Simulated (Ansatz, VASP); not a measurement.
# Two plane-wave programs on GaAsSe3

```xyz
5
Lattice="4.2458 0.0000 0.0000 -2.1229 3.6770 0.0000 0.0000 0.0000 7.8729" Properties=species:S:1:pos:R:3 pbc="T T T"
Ga    0.0000    2.4513    3.9364
As    2.1229    1.2257    0.0000
Se    0.0000    0.0000    6.4401
Se    0.0000    0.0000    1.4328
Se    2.1229    1.2257    3.9364
```

Change from the starting cell: species swapped into the GaNi3As type (P-6m2, No. 187).

Alike in both runs: functional PBE; k mesh 3 × 3 × 2; occupations gaussian, width 0.15 eV; no spin polarisation.

Ansatz relaxed the structure, and its values are those at the end. VASP's run is a single point on that final structure, the one shown.

|  | VASP | Ansatz |
| --- | --- | --- |
| version | VASP 6.6.1 | Ansatz 0.2.0 |
| potentials or method | VASP PAW PBE potentials, release 64 (Ga_d, As, Se), cutoff 500 eV | scalar-relativistic, plane waves, PAW |
| valence electrons in the cell | 36 | 76 |

|  | VASP | Ansatz | Ansatz less VASP |
| --- | --- | --- | --- |
| gap on the k mesh at the Fermi level (eV) | none | none | - |
| pressure (GPa) | 0.1 | 0.0 | -0.05 |
| rms of the force components (eV/Å) | 0.003 | 0.004 | +0.0007 |

A gap of «none» marks a metal or a gap that the smearing closes. The functional is the same, so the differences come from potentials, cutoffs and numerics. VASP's potentials hold 36 valence electrons a cell and Ansatz's 76, so a difference there can come from the potentials and not from the codes.

The k mesh is coarse, so the values compare programs but aren't converged.
